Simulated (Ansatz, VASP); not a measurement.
One calculation of BeOs3, two programs

```
Be Os
1.0
     3.76860    0.00000    0.00000
     0.00000    3.76860    0.00000
     0.00000    0.00000    3.76860
Be Os
1 3
Direct
  0.00000 0.00000 0.00000
  0.00000 0.50000 0.50000
  0.50000 0.00000 0.50000
  0.50000 0.50000 0.00000
```

Alike in both runs: functional PBE; k mesh 12 × 12 × 12; occupations gaussian, width 0.1 eV; no spin polarisation.

Ansatz relaxed the structure, and its values are those at the end. VASP's run is a single point on that final structure, the one shown.

|  | VASP | Ansatz |
| --- | --- | --- |
| version | VASP 6.6.1 | Ansatz 0.2.0 |
| potentials or method | VASP PAW PBE potentials, release 64 (Be, Os), cutoff 520 eV | scalar-relativistic, plane waves, PAW |
| valence electrons in the cell | 26 | 50 |

|  | VASP | Ansatz | Ansatz less VASP |
| --- | --- | --- | --- |
| gap on the k mesh at the Fermi level (eV) | none | none | - |
| pressure (GPa) | 0.1 | 0.0 | -0.12 |

A gap of «none» marks a metal or a gap that the smearing closes. VASP's potentials hold 26 valence electrons a cell and Ansatz's 50, so a difference there can come from the potentials and not from the codes.

Spin-orbit coupling is off throughout.
